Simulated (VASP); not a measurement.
# SnSe in VASP: notebook, part 3 of 3

VASP 6.6.1.

## (5) Electric field gradients, PBE (zz strain of +1 %)

The input, INCAR:

```
PREC = Accurate
ENCUT = 520
EDIFF = 1E-8
ISMEAR = -1
SIGMA = 0.02
LREAL = False
LASPH = True
NELM = 60
ALGO = Normal
ISIF = 2
LWAVE = False
LCHARG = False
GGA = PE
LEFG = True
NBANDS = 17
```

The input, KPOINTS:

```
Automatic mesh
0
Gamma
  9 9 9
```

The input, POSCAR:

```
SnSe
1.0
    0.0000000000      3.0100000000      3.0401000000
    3.0100000000      0.0000000000      3.0401000000
    3.0100000000      3.0100000000      0.0000000000
Sn Se
1 1
Direct
    0.0000000000      0.0000000000      0.0000000000
    0.5000000000      0.5000000000      0.5000000000
```

Potentials or basis: VASP PAW PBE potentials, release 64 (Sn_d, Se).

Launch:

```
> cat potpaw_PBE.64/Sn_d/POTCAR potpaw_PBE.64/Se/POTCAR > POTCAR
> mpirun -np 1 vasp_std > vasp.out
```

OUTCAR:

```text
PREC = Accurate
   ENCUT = 520
   EDIFF = 1E-8
   ISMEAR = -1
   LREAL = False
   LASPH = True
   NELM = 60
   ISIF = 2
   GGA = PE

 ion  position               nearest neighbor table
   1  0.000  0.000  0.000-   2 3.01   2 3.01   2 3.01   2 3.01   2 3.04   2 3.04
   2  0.500  0.500  0.500-   1 3.01   1 3.01   1 3.01   1 3.01   1 3.04   1 3.04

  LATTYP: Found a body centered tetragonal cell.
 ALAT       =     4.2567828227
 C/A-ratio  =     1.4283556980

  Lattice vectors:

 A1 = (  -3.0100000000,   0.0000000000,   3.0401000000)
 A2 = (   3.0100000000,   0.0000000000,   3.0401000000)
[... 692 lines left out ...]
  free  energy   TOTEN  =        -8.2156058234 eV

  energy  without entropy=       -8.2156058166  energy(sigma->0) =       -8.21560582

 Electric field gradients (V/A^2)
---------------------------------------------------------------------
 ion       V_xx      V_yy      V_zz      V_xy      V_xz      V_yz
---------------------------------------------------------------------
   1      -6.908    -6.908    13.817     0.002     0.001     0.001
   2      -0.625    -0.625     1.251    -0.000    -0.000    -0.000
---------------------------------------------------------------------

 Electric field gradients after diagonalization (V/A^2)
 (convention: |V_zz| > |V_xx| > |V_yy|)
----------------------------------------------------------------------
 ion       V_xx      V_yy      V_zz     asymmetry (V_yy - V_xx)/ V_zz
----------------------------------------------------------------------
   1      -6.910    -6.907    13.817       0.000
   2      -0.625    -0.625     1.251       0.000
----------------------------------------------------------------------

           NMR quadrupolar parameters

 Cq : quadrupolar parameter    Cq=e*Q*V_zz/h
 eta: asymmetry parameters     (V_yy - V_xx)/ V_zz
 Q  : nuclear electric quadrupole moment in mb (millibarn)
----------------------------------------------------------------------
 ion       Cq(MHz)       eta       Q (mb)
----------------------------------------------------------------------
   1       0.033       0.000       1.000
   2       0.003       0.000       1.000
----------------------------------------------------------------------
```

Wall time 1.8 min (1 thread of AMD EPYC 7R13 (Zen 3), shared host); peak memory 0.19 GiB.

What came out:

| Quantity | Value |
| --- | --- |
| Free energy | -8.2156 eV |
| Pressure | 0.5 GPa |
| Band gap on the k mesh | 0.60 eV, indirect (least direct gap 0.62 eV) |

Stress tensor (GPa, compression positive):
```
 0.91  0.00  0.00
 0.00  0.91  0.00
 0.00  0.00 -0.23
```

Electric field gradients, principal values (V/Å²):
```
atom   least  middle  greatest (by size)
1 Sn  -6.907  -6.910              13.817
2 Se  -0.625  -0.625               1.251
```

Caveat: the cell differs from its parent crystal (zz strain of +1 %); without QUAD_EFG the Cq values of the log hold for a quadrupole moment of 1 mb, not for the nuclei; spin-orbit coupling is left out, which moves the levels of the heavy elements.

## (6) Electric field gradients, PBE (zz strain of +3 %)

The input, INCAR:

```
SYSTEM = SnSe
PREC = Accurate ; ENCUT = 520
EDIFF = 1E-8 ; ISMEAR = -1
SIGMA = 0.02 ; LREAL = .FALSE.
LASPH = .TRUE. ; NELM = 60
ALGO = Normal ; ISIF = 2
LWAVE = .FALSE. ; LCHARG = .FALSE.
GGA = PE ; LEFG = .TRUE.
NBANDS = 17
```

The input, KPOINTS:

```
regular mesh
0
G
  9 9 9
  0 0 0
```

The input, POSCAR:

```
SnSe
1.0
    0.0000000000      3.0100000000      3.1003000000
    3.0100000000      0.0000000000      3.1003000000
    3.0100000000      3.0100000000      0.0000000000
Sn Se
1 1
Direct
    0.0000000000      0.0000000000      0.0000000000
    0.5000000000      0.5000000000      0.5000000000
```

Potentials or basis: VASP PAW PBE potentials, release 64 (Sn_d, Se).

Launch:

```
> cat potpaw_PBE.64/Sn_d/POTCAR potpaw_PBE.64/Se/POTCAR > POTCAR
> mpirun -np 1 vasp_std > vasp.out
```

OUTCAR:

```text
SYSTEM = SnSe
   PREC = Accurate
   ENCUT = 520
   EDIFF = 1E-8
   ISMEAR = -1
   LREAL = .FALSE.
   LASPH = .TRUE.
   NELM = 60
   ISIF = 2
   GGA = PE

 ion  position               nearest neighbor table
   1  0.000  0.000  0.000-   2 3.01   2 3.01   2 3.01   2 3.01   2 3.10   2 3.10
   2  0.500  0.500  0.500-   1 3.01   1 3.01   1 3.01   1 3.01   1 3.10   1 3.10

  LATTYP: Found a body centered tetragonal cell.
 ALAT       =     4.2567828227
 C/A-ratio  =     1.4566399692

  Lattice vectors:

 A1 = (  -3.0100000000,   0.0000000000,   3.1003000000)
 A2 = (   3.0100000000,   0.0000000000,   3.1003000000)
 A3 = (   0.0000000000,   3.0100000000,  -3.1003000000)

Analysis of symmetry for initial positions (statically):
=====================================================================
 Subroutine PRICEL returns:
 Original cell was already a primitive cell.

 Routine SETGRP: Setting up the symmetry group for a
 body centered tetragonal supercell.

 Subroutine GETGRP returns: Found 16 space group operations
 (whereof 16 operations were pure point group operations)
 out of a pool of 16 trial point group operations.

The static configuration has the point symmetry D_4h.

Analysis of symmetry for dynamics (positions and initial velocities):
=====================================================================
 Subroutine PRICEL returns:
 Original cell was already a primitive cell.

 Routine SETGRP: Setting up the symmetry group for a
 body centered tetragonal supercell.

 Subroutine GETGRP returns: Found 16 space group operations
 (whereof 16 operations were pure point group operations)
 out of a pool of 16 trial point group operations.

The dynamic configuration has the point symmetry D_4h.

 Subroutine INISYM returns: Found 16 space group operations
 (whereof 16 operations are pure point group operations),
 and found     1 'primitive' translations

----------------------------------------------------------------------------------------

                                     Primitive cell

  volume of cell :      56.1781

  direct lattice vectors                    reciprocal lattice vectors
     0.000000000  3.010000000  3.100300000    -0.166112957  0.166112957  0.161274715
     3.010000000  0.000000000  3.100300000     0.166112957 -0.166112957  0.161274715
     3.010000000  3.010000000  0.000000000     0.166112957  0.166112957 -0.161274715

  length of vectors
     4.321106350  4.321106350  4.256782823     0.284950106  0.284950106  0.284950106

  position of ions in fractional coordinates (direct lattice)
     0.000000000  0.000000000  0.000000000
     0.500000000  0.500000000  0.500000000

  ion indices of the primitive-cell ions
   primitive index   ion index
                 1           1
                 2           2

----------------------------------------------------------------------------------------

 KPOINTS: regular mesh

Automatic generation of k-mesh.
 Grid dimensions read from file:
 generate k-points for:    9    9    9
[... 65 lines left out ...]
   LREAL  =      F    real-space projection
   EDIFFG = 0.1E-06   stopping-criterion for IOM
   NSW    =      0    number of steps for IOM
   IBRION =     -1    ionic relax: 0-MD 1-quasi-New 2-CG
   NFREE  =      0    steps in history (QN), initial steepest desc. (CG)
   ISIF   =      2    stress and relaxation
   ISYM   =      2    0-nonsym 1-usesym 2-fastsym
   POTIM  = 0.5000    time-step for ionic-motion
   TEBEG  =    0.0;   TEEND  =   0.0 temperature during run
   PSTRESS=    0.0 pullay stress
   NELECT =      20.0000    total number of electrons
   NUPDOWN=      -1.0000    fix difference up-down
   EMIN   =  10.00;   EMAX   =-10.00  energy-range for DOS
   EFERMI =   0.00;   METHOD = LEGACY
   ISMEAR =    -1;   SIGMA  =   0.02  broadening in eV -4-tet -1-fermi 0-gaus
   EFERMI_NEDOS =   21; number of points for ismear=-14 and -15
   IALGO  =     38    algorithm
   IMIX   =      4    mixing-type and parameters
     AMIX     =   0.40;   BMIX     =  1.00
     AMIX_MAG =   1.60;   BMIX_MAG =  1.00
  volume/ion in A,a.u.               =      28.09       189.55
  Fermi-wavevector in a.u.,A,eV,Ry     =   1.160279  2.192610 18.316821  1.346248
  Thomas-Fermi vector in A             =   2.296864
   LORBIT       =      0    0 simple, 1 ext, 2 COOP (PROOUT), +10 PAW based schemes
   GGA     = PE    functional components
   LHFCALC =     F    Hartree Fock is set to
   AEXX    =    0.0000 exact exchange contribution
   IVDW    =     0    specifies the selected vdW correction
   LEPSILON=     F    determine dielectric tensor
   LRPA    =     F    only Hartree local field effects (RPA)
 non-spin polarized calculation
  energy-cutoff  :      520.00
  volume of cell :       56.18
 maximum number of plane-waves:      1528
   NGX = 17   NGY = 17   NGZ = 15

 number of electron      19.9999998 magnetization

 Free energy of the ion-electron system (eV)
  ---------------------------------------------------
  ext. energy  EPLUGINS =         0.00000000
  ---------------------------------------------------
  free energy    TOTEN  =        -8.20681088 eV

  energy without entropy =       -8.20681086  energy(sigma->0) =       -8.20681087

 E-fermi :   5.5179     XC(G=0):  -9.4620

 val. band max:        5.2455699828   @ k =  -0.3333   0.1111   0.0000
 cond. band min:       5.8040287586   @ k =  -0.3333   0.0000   0.1111
 fundamental gap:      0.5584587758
 Fermi energy:         5.5179322558

 k-point     1 :       0.0000    0.0000    0.0000
  band No.  band energies     occupation
      1     -16.3535      2.00000
      2     -16.3521      2.00000
      3     -16.3521      2.00000
      4     -16.3417      2.00000
      5     -16.3376      2.00000
      6      -8.4047      2.00000
[... 457 lines left out ...]
      4     -16.3382      2.00000
      5     -16.3320      2.00000
      6      -7.3936      2.00000
[... 9 lines left out ...]
     16      16.7268      0.00000
     17      17.8173      0.00000

 [... further k-points ...]
[... 5 lines left out ...]
  --------------------------------------------------------------------------------------
  -------------------------------------------------------------------------------------
  Total        0.2331643      0.2331643     -0.8122698      0.0000000      0.0000000      0.0000000
  in kB        6.6497590      6.6497590    -23.1656330      0.0000000      0.0000000      0.0000000
  external PRESSURE =      -3.2887050 kB  Pullay stress =       0.0000000 kB

 VOLUME and BASIS-vectors are now :
 -----------------------------------------------------------------------------
  energy-cutoff  :      520.00
  volume of cell :       56.18
      direct lattice vectors                 reciprocal lattice vectors
     0.000000000  3.010000000  3.100300000    -0.166112957  0.166112957  0.161274715
     3.010000000  0.000000000  3.100300000     0.166112957 -0.166112957  0.161274715
     3.010000000  3.010000000  0.000000000     0.166112957  0.166112957 -0.161274715

 POSITION                                       TOTAL-FORCE (eV/Angst)
 -----------------------------------------------------------------------------------
      0.00000      0.00000      0.00000         0.000000     -0.000000     -0.000000
      3.01000      3.01000      3.10030        -0.000000      0.000000      0.000000
 -----------------------------------------------------------------------------------
    total drift:                                0.000000     -0.000000     -0.000000

  FREE ENERGIE OF THE ION-ELECTRON SYSTEM (eV)
  ---------------------------------------------------
  free  energy   TOTEN  =        -8.2068108758 eV

  energy  without entropy=       -8.2068108593  energy(sigma->0) =       -8.20681087

 Electric field gradients (V/A^2)
---------------------------------------------------------------------
 ion       V_xx      V_yy      V_zz      V_xy      V_xz      V_yz
---------------------------------------------------------------------
   1     -20.066   -20.066    40.132     0.001     0.000     0.000
   2      -1.355    -1.355     2.710     0.000     0.000     0.000
---------------------------------------------------------------------

 Electric field gradients after diagonalization (V/A^2)
 (convention: |V_zz| > |V_xx| > |V_yy|)
----------------------------------------------------------------------
 ion       V_xx      V_yy      V_zz     asymmetry (V_yy - V_xx)/ V_zz
----------------------------------------------------------------------
   1     -20.067   -20.065    40.132       0.000
   2      -1.355    -1.355     2.710       0.000
----------------------------------------------------------------------

           NMR quadrupolar parameters

 Cq : quadrupolar parameter    Cq=e*Q*V_zz/h
 eta: asymmetry parameters     (V_yy - V_xx)/ V_zz
 Q  : nuclear electric quadrupole moment in mb (millibarn)
----------------------------------------------------------------------
 ion       Cq(MHz)       eta       Q (mb)
----------------------------------------------------------------------
   1       0.097       0.000       1.000
   2       0.007       0.000       1.000
----------------------------------------------------------------------
```

OSZICAR:

```text
N       E                     dE             d eps       ncg     rms          rms(c)
DAV:   1     0.132936752502E+03    0.13294E+03   -0.98349E+03  2594   0.143E+03
DAV:   2     0.453020791381E+01   -0.12841E+03   -0.12430E+03  2727   0.350E+02
DAV:   3    -0.807391566419E+01   -0.12604E+02   -0.12518E+02  3070   0.944E+01
DAV:   4    -0.840231885864E+01   -0.32840E+00   -0.32814E+00  3116   0.161E+01
DAV:   5    -0.841186849408E+01   -0.95496E-02   -0.95492E-02  3630   0.266E+00    0.296E+00
DAV:   6    -0.820541659157E+01    0.20645E+00   -0.52281E-01  3646   0.404E+00    0.172E+00
DAV:   7    -0.820454786529E+01    0.86873E-03   -0.87809E-02  2997   0.131E+00    0.895E-01
DAV:   8    -0.820698582467E+01   -0.24380E-02   -0.97975E-03  3092   0.870E-01    0.134E-01
DAV:   9    -0.820671487485E+01    0.27095E-03   -0.16364E-03  3606   0.315E-01    0.576E-02
DAV:  10    -0.820680366909E+01   -0.88794E-04   -0.20188E-04  2974   0.806E-02    0.131E-02
DAV:  11    -0.820681057648E+01   -0.69074E-05   -0.18326E-05  3384   0.373E-02    0.258E-03
DAV:  12    -0.820681096525E+01   -0.38877E-06   -0.14514E-06  3283   0.120E-02    0.129E-03
DAV:  13    -0.820681090660E+01    0.58646E-07   -0.92841E-08  3136   0.246E-03    0.553E-04
DAV:  14    -0.820681085674E+01    0.49865E-07   -0.39730E-08  2956   0.168E-03    0.729E-05
DAV:  15    -0.820681087105E+01   -0.14314E-07   -0.14867E-09  2086   0.357E-04    0.526E-05
DAV:  16    -0.820681087583E+01   -0.47817E-08   -0.17630E-10  1527   0.145E-04
   1 F= -.82068109E+01 E0= -.82068109E+01  d E =-.165394E-07
```

It took 2.6 min on 1 thread of AMD EPYC 7R13 (Zen 3), shared host; peak memory 0.19 GiB.

What came out:

```yaml
Free_energy: -8.2068 eV
Pressure: -0.3 GPa
Band_gap_on_the_k_mesh: 0.56 eV, indirect (least direct gap 0.63 eV)
```

Electric field gradients, principal values (V/Å²):
| atom | least | middle | greatest (by size) |
| --- | --- | --- | --- |
| 1 Sn | -20.065 | -20.067 | 40.132 |
| 2 Se | -1.355 | -1.355 | 2.710 |

Caveat: the cell differs from its parent crystal (zz strain of +3 %); without QUAD_EFG the Cq values of the log hold for a quadrupole moment of 1 mb, not for the nuclei; spin-orbit coupling is left out, which moves the levels of the heavy elements. A k mesh can miss the band edges.

## (7) The runs side by side

| cell | gap on the mesh (eV) | pressure (GPa) |
| --- | --- | --- |
| a = 4.300, b = 4.300, c = 4.342 Å, angles 59.7, 59.7, 60.7°, 2 atoms | 0.65 | -0.8 |
| a = 4.322 Å, angles 58.0°, 2 atoms | 0.30 | 1.0 |
| a = 4.214, b = 4.214, c = 4.257 Å, angles 59.7, 59.7, 60.7°, 2 atoms | 0.51 | 2.2 |
| a = 4.278, b = 4.278, c = 4.257 Å, angles 60.2, 60.2, 59.7°, 2 atoms | 0.60 | 0.5 |
| a = 4.321, b = 4.321, c = 4.257 Å, angles 60.5, 60.5, 59.0°, 2 atoms | 0.56 | -0.3 |

Alike in all rows: task electric field gradients; level PBE; potentials or basis VASP PAW PBE potentials, release 64 (Sn_d, Se); no spin polarisation; k mesh 9 × 9 × 9; cutoff (eV) 520; smearing fermi-dirac 0.02 eV.

Caveats: spin-orbit coupling is left out, which moves the levels of the heavy elements.

Total energies depend on the potentials used, so only differences within one code and one set of settings carry meaning.
